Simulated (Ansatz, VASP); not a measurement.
**One calculation of Ta, two programs**

INCAR

```
PREC = Accurate ; ENCUT = 520
EDIFF = 1E-7 ; ISMEAR = 0
SIGMA = 0.15 ; LREAL = F
LASPH = T ; NELM = 100
ALGO = Fast ; ISIF = 2
LWAVE = F ; LCHARG = F
GGA = PS ; NBANDS = 18
```

KPOINTS

```
Automatic mesh
0
Gamma
  24 24 14
```

The input POSCAR:

```
Ta
1.0
    2.8669354486      0.0000000000      0.0000000000
   -1.4334677243      2.4828389295      0.0000000000
    0.0000000000      0.0000000000      5.0914149207
Ta
2
Direct
    0.6666666667      0.3333333333      0.7500000000
    0.3333333333      0.6666666667      0.2500000000
```

Input for Ansatz:

```yaml
crystal:
  lattice:
    - [2.8669354486, 0.0, 0.0]
    - [-1.4334677243, 2.4828389295, 0.0]
    - [0.0, 0.0, 5.0914149207]
  atoms:
    - { symbol: Ta, position: [0.6666666667, 0.3333333333, 0.75] }
    - { symbol: Ta, position: [0.3333333333, 0.6666666667, 0.25] }
basis:
  ecutwfc: 420
kpoints:
  mp_grid: { grid: [24, 24, 14] }
hamiltonian:
  xc: pbesol
scf:
  occupations: { method: gaussian, width: 0.15 }
output:
  forces: true
  stress: true
  eigenvalues: true
  write_density: true
  write_potential: true
  elf: true
  volumetric_format: npy
```

Alike in both runs: task single point; functional PBEsol; k mesh 24 × 24 × 14; occupations gaussian, width 0.15 eV; no spin polarisation.

|  | VASP | Ansatz |
| --- | --- | --- |
| version | VASP 6.6.1 | Ansatz 0.2.0 |
| potentials or method | VASP PAW PBE potentials, release 64 (Ta_pv), cutoff 520 eV | scalar-relativistic, plane waves, PAW |
| valence electrons in the cell | 22 | 26 |

```csv
,VASP,Ansatz,Ansatz less VASP
gap on the k mesh at the Fermi level (eV),none,none,-
pressure (GPa),0.1,0.0,-0.14
```

VASP's potentials were made for PBE, not for PBEsol. A gap of «none» marks a metal or a gap that the smearing closes. The functional is the same, so the differences come from potentials, cutoffs and numerics. VASP's potentials hold 22 valence electrons a cell and Ansatz's 26, so a difference there can come from the potentials and not from the codes.

Spin-orbit coupling is off throughout.
